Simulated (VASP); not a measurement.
Wanted: the native input for a VASP 6.6.1 run.

```yaml
Task: single point
Functional: PBE
Potentials_or_basis: VASP PAW PBE potentials, release 64 (Al)
Cutoff: 520 eV
k_mesh: 6 × 6 × 6
Occupations: gaussian, width 0.1 eV
Spin: no spin polarisation
Dipole_correction: no
Further_INCAR_settings: ALGO = Normal; EDIFF = 1e-07; NBANDS = 10
```

The structure of Al lies in POSCAR:

```
Al
1.0
    0.0000000000      4.4718028303      2.0505784845
    2.0501907381      0.0000000000      2.0505784845
    2.0501907381      4.4718028303      0.0000000000
Al
2
Direct
    0.1466911833      0.8533088167      0.1466911833
    0.8533088167      0.1466911833      0.8533088167
```

These files were run (other wordings do the same):

INCAR

```
SYSTEM = Al
  PREC = Accurate
  ENCUT = 520
  EDIFF = 1E-7
  ISMEAR = 0
  SIGMA = 0.1
  LREAL = .False.
  LASPH = .True.
  NELM = 100
  ALGO = Normal
  ISIF = 2
  LWAVE = .False.
  LCHARG = .True.
  GGA = PE
  LELF = .True.
  LVHAR = .True.
  NBANDS = 10
```

KPOINTS

```
Automatic mesh
0
Gamma
  6 6 6
  0 0 0
```

Potentials or basis: VASP PAW PBE potentials, release 64 (Al).

The run is started by

```console
$ cat potpaw_PBE.64/Al/POTCAR > POTCAR
$ mpirun -np 1 vasp_std > vasp.out
```

It gave:

```
Pressure               : 0.1 GPa
Largest force          : 0.022 eV/Å
Band gap on the k mesh : zero (bands 3 and 4 overlap by 6.05 eV)
```

Caveat: the k points lie up to 0.38 Å⁻¹ apart, too coarse for converged energies and pressures of a metal.

It took 12 s on 1 thread of AMD EPYC 9R45 96-Core Processor (Zen 5) (shared host), peak memory 0.15 GiB.
